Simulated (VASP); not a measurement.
# Li8Nb8CuO24 (a cell with a defect) in VASP: further runs

The runs below take Li8Nb8CuO24 (a cell with a defect) through single point, with PBE.

All numbers are computed with VASP 6.6.1; they aren't measurements. Logs are shortened: lines on timing, memory, paths and dates and some standing lists are left out, and cuts for length are marked.

**1. The cell of the first run**

The cell holds a defect, 41 atoms: a = 5.550 Å, b = 11.101 Å, c = 11.101 Å, α = 55.75°, β = 55.75°, γ = 55.75°.

**2. Single point, PBE**

Input file INCAR:

```
ALGO = Normal
EDIFF = 1E-6
ENCUT = 520
GGA = PE
ISIF = 2
ISMEAR = -1
LASPH = T
LCHARG = F
LREAL = Auto
LWAVE = F
NBANDS = 168
NELECT = 282.0
NELM = 80
PREC = Accurate
SIGMA = 0.01
```

Input file KPOINTS:

```
Automatic mesh
0
Gamma
  1 1 1
  0.25 0.25 0.25
```

Input file POSCAR:

```
Li8Nb8CuO24
1.0
    2.5949501400      1.4981951600      4.6722232500
   -5.1899002700      2.9963903200      9.3444465000
    0.0000000000     -5.9927806400      9.3444465000
Li Nb O Cu
8 8 24 1
Direct
    0.6852524024      0.3511622578      0.3241280625
    0.2160124163      0.1113875858      0.1131421779
    0.7253707714      0.3644127941      0.8571774132
    0.2258329127      0.1111609339      0.6111259735
    0.7203487270      0.8603359595      0.3607183605
    0.2242318739      0.6104839410      0.1095402648
    0.7213085516      0.8603801018      0.8582427131
    0.2306209900      0.6160462338      0.6144353905
    1.0151947915      0.5120961232      0.5008810940
    0.4963341169      0.2450520510      0.2470645483
    0.9974405046      0.5042982108      0.9973360231
    0.4976404858      0.2496891486      0.7604703781
    0.9923124164      0.9998409269      0.5014587887
    0.5076699870      0.7587986278      0.2445764581
    1.0082346799      0.9996581275      0.9979331421
    0.4929809273      0.7517754601      0.7525982563
    0.2799322591      0.3272928900      0.4404682027
    0.6423869997      0.4448810864      0.1306586780
    0.8769072390      0.1396903724      0.3210004689
    0.3857137550      0.0692340210      0.3879469460
    0.7742952493      0.1948729574      0.0679730011
    0.1219572845      0.3892609753      0.2023383434
    0.2828147622      0.3197046530      0.9469109340
    0.6579926548      0.4476801420      0.6421120925
    0.8986243983      0.1381397284      0.8196605257
    0.3884022119      0.0706257346      0.8925478374
    0.7802527145      0.1873036283      0.5782469783
    0.1539211403      0.3927978698      0.6957827565
    0.2755997705      0.8227735790      0.4440842991
    0.6443148799      0.9454121437      0.1388021040
    0.9015487761      0.6482285147      0.3205328787
    0.4179805932      0.5669884609      0.3904128245
    0.7817617055      0.6932886326      0.0716933672
    0.1477313953      0.8897336652      0.1936053582
    0.2823300934      0.8196844749      0.9442394926
    0.6351168102      0.9463562286      0.6416075992
    0.8931088534      0.6413216219      0.8194023716
    0.3908556469      0.5703621048      0.8899511117
    0.7856839458      0.6988879999      0.5706109020
    0.1423218424      0.8861646886      0.6941906679
    0.8232559750      0.3947580265      0.4390007209
```

Potentials or basis: VASP PAW PBE potentials, release 64 (Li_sv, Nb_sv, O, Cu).

Command:

```
> cat potpaw_PBE.64/Li_sv/POTCAR potpaw_PBE.64/Nb_sv/POTCAR potpaw_PBE.64/O/POTCAR potpaw_PBE.64/Cu/POTCAR > POTCAR
> mpirun -np 1 vasp_std > vasp.out
```

OUTCAR:

```text
EDIFF = 1E-6
   ENCUT = 520
   GGA = PE
   ISIF = 2
   ISMEAR = -1
   LASPH = T
   LREAL = Auto
   NELECT = 282.0
   NELM = 80
   PREC = Accurate

 ion  position               nearest neighbor table
   1  0.685  0.351  0.324-  18 1.88  17 1.95  19 1.97  41 2.16  22 2.17  10 2.60
   2  0.216  0.111  0.113-  19 2.06  23 2.07  30 2.09  34 2.28
   3  0.725  0.364  0.857-  38 2.05  21 2.07  28 2.09  24 2.20
   4  0.226  0.111  0.611-  36 2.03  25 2.05  17 2.12
   5  0.720  0.860  0.361-  20 2.06  39 2.07  34 2.10  31 2.18
   6  0.224  0.610  0.110-  18 2.04  35 2.06  31 2.10  38 2.28
   7  0.721  0.860  0.858-  40 2.06  26 2.09  33 2.10  37 2.26  36 2.26  35 2.28
   8  0.231  0.616  0.614-  37 2.02  29 2.03  24 2.10
   9  0.015  0.512  0.501-  31 1.91  24 1.93  17 1.97  39 2.06  32 2.12  28 2.13  41 2.59
  10  0.496  0.245  0.247-  20 1.86  21 1.86  22 1.91  19 2.14  18 2.21  17 2.23   1 2.60
  11  0.997  0.504  0.997-  37 1.86  18 1.89  23 1.91  33 2.13  38 2.15  22 2.19
  12  0.498  0.250  0.760-  28 1.88  26 1.88  27 1.95  23 2.07  25 2.13  24 2.23  41 2.85
  13  0.992  1.000  0.501-  36 1.88  29 1.88  19 1.91  27 2.13  40 2.16  20 2.16
  14  0.508  0.759  0.245-  34 1.87  33 1.89  32 1.95  30 2.07  29 2.14  31 2.21
  15  0.008  1.000  0.998-  25 1.88  35 1.89  30 1.91  26 2.12  21 2.14  34 2.16
  16  0.493  0.752  0.753-  40 1.87  38 1.89  39 1.91  35 2.12  36 2.15  37 2.18
  17  0.280  0.327  0.440-   1 1.95   9 1.97   4 2.12  41 2.21  10 2.23
  18  0.642  0.445  0.131-   1 1.88  11 1.89   6 2.04  10 2.21
  19  0.877  0.140  0.321-  13 1.91   1 1.97   2 2.06  10 2.14
  20  0.386  0.069  0.388-  10 1.86   5 2.06  13 2.16
  21  0.774  0.195  0.068-  10 1.86   3 2.07  15 2.14
  22  0.122  0.389  0.202-  10 1.91   1 2.17  11 2.19  41 2.19
  23  0.283  0.320  0.947-  11 1.91   2 2.07  12 2.07
  24  0.658  0.448  0.642-   9 1.93   8 2.10   3 2.20  41 2.20  12 2.23
  25  0.899  0.138  0.820-  15 1.88   4 2.05  12 2.13
  26  0.388  0.071  0.893-  12 1.88   7 2.09  15 2.12
  27  0.780  0.187  0.578-  12 1.95  41 1.99  13 2.13
  28  0.154  0.393  0.696-  12 1.88   3 2.09   9 2.13
  29  0.276  0.823  0.444-  13 1.88   8 2.03  14 2.14
  30  0.644  0.945  0.139-  15 1.91  14 2.07   2 2.09
  31  0.902  0.648  0.321-   9 1.91   6 2.10   5 2.18  14 2.21
  32  0.418  0.567  0.390-  14 1.95  41 2.09   9 2.12
  33  0.782  0.693  0.072-  14 1.89   7 2.10  11 2.13
  34  0.148  0.890  0.194-  14 1.87   5 2.10  15 2.16   2 2.28
  35  0.282  0.820  0.944-  15 1.89   6 2.06  16 2.12   7 2.28
  36  0.635  0.946  0.642-  13 1.88   4 2.03  16 2.15   7 2.26
  37  0.893  0.641  0.819-  11 1.86   8 2.02  16 2.18   7 2.26
  38  0.391  0.570  0.890-  16 1.89   3 2.05  11 2.15   6 2.28
  39  0.786  0.699  0.571-  16 1.91   9 2.06   5 2.07
  40  0.142  0.886  0.694-  16 1.87   7 2.06  13 2.16
  41  0.823  0.395  0.439-  27 1.99  32 2.09   1 2.16  22 2.19  24 2.20  17 2.21   9 2.59  12 2.85

  LATTYP: Found a base centered monoclinic cell.
 ALAT       =    15.1977748256
 B/A-ratio  =     0.6829815986
 C/A-ratio  =     0.3652177898
 COS(beta)  =    -0.0918250328

  Lattice vectors:

 A1 = (   7.7848504100,  -1.4981951600,  -4.6722232500)
 A2 = (   2.5949501400,   7.4909758000,  -4.6722232500)
 A3 = (   2.5949501400,   1.4981951600,   4.6722232500)

Analysis of symmetry for initial positions (statically):
=====================================================================
 Subroutine PRICEL returns:
 Original cell was already a primitive cell.

 Routine SETGRP: Setting up the symmetry group for a
 base centered monoclinic supercell.

 Subroutine GETGRP returns: Found  1 space group operations
 (whereof  1 operations were pure point group operations)
 out of a pool of  4 trial point group operations.

The static configuration has the point symmetry C_1 .

Analysis of symmetry for dynamics (positions and initial velocities):
=====================================================================
 Subroutine PRICEL returns:
 Original cell was already a primitive cell.

 Routine SETGRP: Setting up the symmetry group for a
 base centered monoclinic supercell.

 Subroutine GETGRP returns: Found  1 space group operations
 (whereof  1 operations were pure point group operations)
 out of a pool of  4 trial point group operations.

The dynamic configuration has the point symmetry C_1 .

 Subroutine INISYM returns: Found  1 space group operations
 (whereof  1 operations are pure point group operations),
 and found     1 'primitive' translations

----------------------------------------------------------------------------------------

                                     Primitive cell

  volume of cell :     435.9455

  direct lattice vectors                    reciprocal lattice vectors
     2.594950140  1.498195160  4.672223250     0.192681930  0.111244964  0.071343623
    -5.189900270  2.996390320  9.344446500    -0.096340965  0.055622482  0.035671811
     0.000000000 -5.992780640  9.344446500     0.000000000 -0.111244964  0.035671811

  length of vectors
     5.550497731 11.100995458 11.100995459     0.233648626  0.116824313  0.116824313

  position of ions in fractional coordinates (direct lattice)
     0.685252402  0.351162258  0.324128063
     0.216012416  0.111387586  0.113142178
     0.725370771  0.364412794  0.857177413
     0.225832913  0.111160934  0.611125974
     0.720348727  0.860335959  0.360718361
     0.224231874  0.610483941  0.109540265
[... 33 lines left out ...]
     0.142321842  0.886164689  0.694190668
     0.823255975  0.394758026  0.439000721

  ion indices of the primitive-cell ions
   primitive index   ion index
                 1           1
                 2           2
                 3           3
                 4           4
                 5           5
                 6           6
[... 33 lines left out ...]
                40          40
                41          41

----------------------------------------------------------------------------------------

 KPOINTS: Automatic mesh

Automatic generation of k-mesh.
 Grid dimensions read from file:
 generate k-points for:    1    1    1

 Generating k-lattice:

  Cartesian coordinates                     Fractional coordinates (reciprocal lattice)
     0.192681930  0.111244964  0.071343623     1.000000000 -0.000000000 -0.000000000
    -0.096340965  0.055622482  0.035671811    -0.000000000  1.000000000  0.000000000
     0.000000000 -0.111244964  0.035671811     0.000000000  0.000000000  1.000000000

  Length of vectors
     0.233648626  0.116824313  0.116824313

  Shift w.r.t. Gamma in fractional coordinates (k-lattice)
     0.250000000  0.250000000  0.250000000

 Subroutine IBZKPT returns following result:
 ===========================================

 Found      1 irreducible k-points:

 Following reciprocal coordinates:
            Coordinates               Weight
  0.250000  0.250000  0.250000      2.000000
   k-points           NKPTS =      1   k-points in BZ     NKDIM =      1   number of bands    NBANDS=    168
   number of dos      NEDOS =    301   number of ions     NIONS =     41
   total plane-waves  NPLWV = 296352
   dimension x,y,z NGX =    42 NGY =   84 NGZ =   84
   dimension x,y,z NGXF=    84 NGYF=  168 NGZF=  168
   ions per type =               8   8  24   1
   NGX,Y,Z   is equivalent  to a cutoff of  12.58, 12.58, 12.58 a.u.
   NGXF,Y,Z  is equivalent  to a cutoff of  25.16, 25.16, 25.16 a.u.
 SYSTEM =  unknown system
   PREC   = accura    normal or accurate (medium, high low for compatibility)
   ISTART =      0    job   : 0-new  1-cont  2-samecut
   ICHARG =      2    charge: 1-file 2-atom 10-const
   ISPIN  =      1    spin polarized calculation?
   LNONCOLLINEAR =      F non collinear calculations
   LSORBIT =      F    spin-orbit coupling
   LASPH  =      T    aspherical Exc in radial PAW
   ENCUT  =  520.0 eV  38.22 Ry    6.18 a.u.  10.32 20.64 20.64*2*pi/ulx,y,z
   NELM   =     80;   NELMIN=  2; NELMDL= -5     # of ELM steps
   EDIFF  = 0.1E-05   stopping-criterion for ELM
   LREAL  =      T    real-space projection
   EDIFFG = 0.1E-04   stopping-criterion for IOM
   NSW    =      0    number of steps for IOM
[... 5 lines left out ...]
   TEBEG  =    0.0;   TEEND  =   0.0 temperature during run
   PSTRESS=    0.0 pullay stress
   NELECT =     282.0000    total number of electrons
   NUPDOWN=      -1.0000    fix difference up-down
   EMIN   =  10.00;   EMAX   =-10.00  energy-range for DOS
   EFERMI =   0.00;   METHOD = LEGACY
   ISMEAR =    -1;   SIGMA  =   0.01  broadening in eV -4-tet -1-fermi 0-gaus
   EFERMI_NEDOS =   21; number of points for ismear=-14 and -15
   IALGO  =     38    algorithm
   IMIX   =      4    mixing-type and parameters
     AMIX     =   0.40;   BMIX     =  1.00
     AMIX_MAG =   1.60;   BMIX_MAG =  1.00
  volume/ion in A,a.u.               =      10.63        71.75
  Fermi-wavevector in a.u.,A,eV,Ry     =   1.415839  2.675547 27.274229  2.004599
  Thomas-Fermi vector in A             =   2.537236
   LORBIT       =      0    0 simple, 1 ext, 2 COOP (PROOUT), +10 PAW based schemes
   GGA     = PE    functional components
   LHFCALC =     F    Hartree Fock is set to
   AEXX    =    0.0000 exact exchange contribution
   IVDW    =     0    specifies the selected vdW correction
   LEPSILON=     F    determine dielectric tensor
   LRPA    =     F    only Hartree local field effects (RPA)
 non-spin polarized calculation
  energy-cutoff  :      520.00
  volume of cell :      435.95
 maximum number of plane-waves:     11741
 NGX is ok and might be reduce to    42
   NGX = 21   NGY = 41   NGZ = 41

 number of electron     282.0000002 magnetization

 Free energy of the ion-electron system (eV)
  ---------------------------------------------------
  ext. energy  EPLUGINS =         0.00000000
  ---------------------------------------------------
  free energy    TOTEN  =      -327.56244772 eV

  energy without entropy =     -327.56244772  energy(sigma->0) =     -327.56244772

 E-fermi :   5.8762     XC(G=0): -10.8340

 val. band max:        5.5658371730   @ k =   0.2500   0.2500   0.2500
 cond. band min:       7.1684628266   @ k =   0.2500   0.2500   0.2500
 fundamental gap:      1.6026256535
 Fermi energy:         5.8761840016

 k-point     1 :       0.2500    0.2500    0.2500
  band No.  band energies     occupation
      1     -50.6584      2.00000
      2     -50.6460      2.00000
      3     -50.6272      2.00000
      4     -50.6043      2.00000
      5     -50.5972      2.00000
      6     -50.5788      2.00000
[... 145 lines left out ...]
    152       8.0944      0.00000
    153       8.1234      0.00000
 [bands above 153 left out]

------------------------ aborting loop because EDIFF is reached ----------------------------------------

  FORCE on cell =-STRESS in cart. coord.  units (eV):
  Direction    XX          YY          ZZ          XY          YZ          ZX
  --------------------------------------------------------------------------------------
  -------------------------------------------------------------------------------------
  Total       -7.9201849     -6.3363765     -1.3876173     -0.8733298     -0.3658067     -0.5152185
  in kB      -29.1080873    -23.2873100     -5.0997403     -3.2096422     -1.3444048     -1.8935195
  external PRESSURE =     -19.1650458 kB  Pullay stress =       0.0000000 kB

 VOLUME and BASIS-vectors are now :
 -----------------------------------------------------------------------------
  energy-cutoff  :      520.00
  volume of cell :      435.95
      direct lattice vectors                 reciprocal lattice vectors
     2.594950140  1.498195160  4.672223250     0.192681930  0.111244964  0.071343623
    -5.189900270  2.996390320  9.344446500    -0.096340965  0.055622482  0.035671811
     0.000000000 -5.992780640  9.344446500     0.000000000 -0.111244964  0.035671811

 POSITION                                       TOTAL-FORCE (eV/Angst)
 -----------------------------------------------------------------------------------
     -0.04430      0.13643      9.51187         0.003066     -0.010771      0.024788
     -0.01755     -0.02065      3.10736         0.003541     -0.001158     -0.005382
     -0.00897     -2.95821     14.80418         0.003353      0.001813     -0.006445
      0.00911     -2.99092      7.80451        -0.002903      0.002454     -0.006014
     -2.59579      1.49542     14.77571         0.001706      0.001118     -0.003198
     -2.58648      1.50874      7.77589        -0.005543     -0.003863     -0.002316
[... 33 lines left out ...]
     -4.22979     -1.29161     15.43251        -0.004948      0.007232     -0.012369
      0.08755     -0.21459     11.63745        -0.008394      0.027012      0.004415
 -----------------------------------------------------------------------------------
    total drift:                                0.007616     -0.004904      0.008721

  FREE ENERGIE OF THE ION-ELECTRON SYSTEM (eV)
  ---------------------------------------------------
  free  energy   TOTEN  =      -327.5624477152 eV

  energy  without entropy=     -327.5624477152  energy(sigma->0) =     -327.56244772
```

Run time: 8.7 min. Hardware: 1 thread of Intel Xeon 8259CL, shared host; peak memory 0.65 GiB.

Results:

| Property | Result |
| --- | --- |
| Free energy | -327.5624 eV |
| Largest force | 0.047 eV/Å |

Forces on the atoms (eV/Å):
```
Li   0.003 -0.011  0.025
Li   0.004 -0.001 -0.005
Li   0.003  0.002 -0.006
Li  -0.003  0.002 -0.006
Li   0.002  0.001 -0.003
Li  -0.006 -0.004 -0.002
Li  -0.002 -0.002 -0.004
Li  -0.001  0.002 -0.002
Nb   0.007 -0.003  0.037
Nb  -0.011  0.013  0.025
Nb   0.007 -0.006  0.031
Nb   0.013  0.002  0.028
Nb  -0.005  0.003  0.037
Nb   0.002 -0.001  0.025
Nb  -0.003 -0.006  0.032
Nb   0.009  0.004  0.036
O   -0.005  0.003  0.005
O    0.007  0.011 -0.014
O   -0.002 -0.012 -0.006
O   -0.007 -0.011 -0.018
O    0.013 -0.005 -0.010
O    0.005  0.012 -0.014
O   -0.007  0.012 -0.013
O    0.008 -0.003  0.003
O   -0.010 -0.008 -0.016
O   -0.014 -0.004 -0.008
O    0.022 -0.035 -0.023
O   -0.004  0.011 -0.015
O    0.000  0.012 -0.004
O    0.016 -0.002 -0.007
O    0.000 -0.009 -0.004
O   -0.032  0.003 -0.021
O    0.005 -0.010 -0.008
O    0.000  0.007 -0.009
O    0.001  0.012 -0.015
O    0.012 -0.006 -0.009
O   -0.013  0.001 -0.015
O   -0.008  0.000 -0.007
O    0.008 -0.011 -0.011
O   -0.005  0.007 -0.012
Cu  -0.008  0.027  0.004
```

Levels at points of the mesh, in eV from the Fermi level:
```tsv
k point	band 137	band 138	band 139	band 140	band 141	band 142	band 143	band 144	band 145	band 146
(0.25, 0.25, 0.25)	-1.45	-1.21	-1.04	-0.47	-0.31	1.29	1.40	1.45	1.50	1.59
```

Caveat: the k points lie up to 1.14 Å⁻¹ apart, too coarse for converged energies, forces and pressures; the cell carries a net charge on a neutralising background, which shifts energy and pressure; the cell is charged against a uniform background, so pressure and absolute levels hang on convention; the cutoff is under 1.25 times the usual one of these potentials, so pressure, stress and relaxed cells hold a basis-set (Pulay) error.

[end of part 1 of 3]
